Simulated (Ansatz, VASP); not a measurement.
**H: VASP beside Ansatz**

```
CELL_PARAMETERS angstrom
4.03214 0.00000 0.00000
-2.01607 3.49193 0.00000
0.00000 0.00000 4.92050
ATOMIC_POSITIONS crystal
H 0.33333 0.66667 0.17650
H 0.66667 0.33333 0.67650
H 0.66667 0.33333 0.82350
H 0.33333 0.66667 0.32350
```

Change from the starting cell: strain +0.050 along x and y, -0.025 along z, atoms carried along.

Alike in both runs: task single point; functional PBE; k mesh 9 × 9 × 6; occupations gaussian, width 0.05 eV; no spin polarisation.

```csv
,VASP,Ansatz
version,VASP 6.6.1,Ansatz 0.2.0
potentials or method,"VASP PAW PBE potentials, release 64 (H), cutoff 520 eV","scalar-relativistic, plane waves, PAW"
valence electrons in the cell,4,4
```

Ansatz gave:

| Quantity | Value |
| --- | --- |
| gap on the k mesh at the Fermi level (eV) | 9.89 |
| least direct gap on the mesh (eV) | 9.95 |
| pressure (GPa) | 1.2 |
| traceless stress, the component that is largest in VASP (GPa) | 2.31 |
| rms of the force components (eV/Å) | 0.596 |

Estimate VASP's values.

gap on the k mesh at the Fermi level (eV): 9.89; least direct gap on the mesh (eV): 9.96; pressure (GPa): 1.0; traceless stress, the component that is largest in VASP (GPa): 2.25; rms of the force components (eV/Å): 0.588.

Atom by atom the forces differ by 0.009 eV/Å (rms over components). The functional is the same, so the differences come from potentials, cutoffs and numerics.
